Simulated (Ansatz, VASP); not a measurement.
One calculation of Ge2Sb2Se, two programs

```
CELL_PARAMETERS angstrom
4.27384 0.00000 0.00000
-2.13692 3.70126 0.00000
0.00000 0.00000 9.60450
ATOMIC_POSITIONS crystal
Ge 0.00000 0.00000 0.25000
Ge 0.00000 0.00000 0.75000
Sb 0.33333 0.66667 0.11997
Sb 0.66667 0.33333 0.88003
Se 0.00000 0.00000 0.50000
```

Alike in both runs: functional PBE; k mesh 12 × 12 × 4; occupations gaussian, width 0.1 eV; no spin polarisation.

Ansatz relaxed the structure, and its values are those at the end. VASP's run is a single point on that final structure, the one shown.

```csv
,VASP,Ansatz
version,VASP 6.6.1,Ansatz 0.2.0
potentials or method,"VASP PAW PBE potentials, release 64 (Ge_d, Sb, Se), cutoff 520 eV","scalar-relativistic, plane waves, PAW"
valence electrons in the cell,44,74
```

```csv
,VASP,Ansatz,Ansatz less VASP
gap on the k mesh at the Fermi level (eV),none,none,-
pressure (GPa),0.0,0.0,-0.02
rms of the force components (eV/Å),0.007,0.003,-0.0038
```

A gap of «none» marks a metal or a gap that the smearing closes. VASP's potentials hold 44 valence electrons a cell and Ansatz's 74, so a difference there can come from the potentials and not from the codes.

Spin-orbit coupling is off throughout.
